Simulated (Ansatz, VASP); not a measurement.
Ga3Se: VASP beside Ansatz

Contents of INCAR:

```
PREC = Accurate ; ENCUT = 520
EDIFF = 1E-6 ; ISMEAR = 0
SIGMA = 0.15 ; LREAL = F
LASPH = T ; NELM = 80
ALGO = Normal ; ISIF = 2
LWAVE = F ; LCHARG = F
GGA = PS ; IVDW = 12
NBANDS = 30
```

File KPOINTS:

```
Automatic mesh
0
Gamma
  12 12 12
```

The input POSCAR:

```
Ga3Se
1.0
    3.7641636717      0.0000000000      0.0000000000
    0.0000000000      3.7641636717      0.0000000000
    0.0000000000      0.0000000000      5.3225274318
Ga Se
3 1
Direct
    0.0000000000      0.5000000000      0.5000000000
    0.5000000000      0.0000000000      0.5000000000
    0.5000000000      0.5000000000      0.0000000000
    0.0000000000      0.0000000000      0.0000000000
```

Input for Ansatz:

```yaml
crystal:
  lattice:
    - [3.7641636717, 0.0, 0.0]
    - [0.0, 3.7641636717, 0.0]
    - [0.0, 0.0, 5.3225274318]
  atoms:
    - { symbol: Ga, position: [0.0, 0.5, 0.5] }
    - { symbol: Ga, position: [0.5, 0.0, 0.5] }
    - { symbol: Ga, position: [0.5, 0.5, 0.0] }
    - { symbol: Se, position: [0.0, 0.0, 0.0] }
basis:
  ecutwfc: 420
kpoints:
  mp_grid: { grid: [12, 12, 12] }
hamiltonian:
  xc: pbesol
  dispersion: d3bj
scf:
  occupations: { method: gaussian, width: 0.15 }
output:
  forces: true
  stress: true
  eigenvalues: true
```

Alike in both runs: task single point; functional PBEsol; dispersion D3(BJ); k mesh 12 × 12 × 12; occupations gaussian, width 0.15 eV; no spin polarisation.

|  | VASP | Ansatz |
| --- | --- | --- |
| version | VASP 6.6.1 | Ansatz 0.2.0 |
| potentials or method | VASP PAW PBE potentials, release 64 (Ga_d, Se), cutoff 520 eV | scalar-relativistic, plane waves, PAW |
| valence electrons in the cell | 45 | 55 |

VASP gave:

* gap on the k mesh at the Fermi level (eV): none
* pressure (GPa): 0.0
* traceless stress, the component that is largest in VASP (GPa): -1.66

Question: Which values does Ansatz return?

Answer: gap on the k mesh at the Fermi level (eV): none; pressure (GPa): -0.1; traceless stress, the component that is largest in VASP (GPa): -1.63.

VASP's potentials were made for PBE, not for PBEsol. A gap of «none» marks a metal or a gap that the smearing closes. VASP's potentials hold 45 valence electrons a cell and Ansatz's 55, so a difference there can come from the potentials and not from the codes.
